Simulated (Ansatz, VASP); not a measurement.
One calculation of Be7Te, two programs

```
CELL_PARAMETERS angstrom
0.00000 3.56136 3.56136
3.56136 0.00000 3.56136
3.56136 3.56136 0.00000
ATOMIC_POSITIONS crystal
Be 0.50000 0.00000 0.00000
Be 0.00000 0.50000 0.50000
Be 0.00000 0.50000 0.00000
Be 0.50000 0.00000 0.50000
Be 0.00000 0.00000 0.50000
Be 0.50000 0.50000 0.00000
Be 0.50000 0.50000 0.50000
Te 0.00000 0.00000 0.00000
```

Change from the starting cell: species swapped into the Zn7Tc type (Fm-3m, No. 225).

Alike in both runs: functional PBE; k mesh 4 × 4 × 4; occupations gaussian, width 0.2 eV; no spin polarisation.

Ansatz relaxed the structure, and its values are those at the end. VASP's run is a single point on that final structure, the one shown.

|  | VASP | Ansatz |
| --- | --- | --- |
| version | VASP 6.6.1 | Ansatz 0.2.0 |
| potentials or method | VASP PAW PBE potentials, release 64 (Be, Te), cutoff 600 eV | scalar-relativistic, plane waves, PAW |
| valence electrons in the cell | 20 | 30 |

|  | VASP | Ansatz | Ansatz less VASP |
| --- | --- | --- | --- |
| gap on the k mesh at the Fermi level (eV) | none | none | - |
| pressure (GPa) | 0.4 | 0.2 | -0.19 |

A gap of «none» marks a metal or a gap that the smearing closes. VASP's potentials hold 20 valence electrons a cell and Ansatz's 30, so a difference there can come from the potentials and not from the codes.

The k mesh is coarse, so the values compare programs but aren't converged. Neither program's run includes spin-orbit coupling.
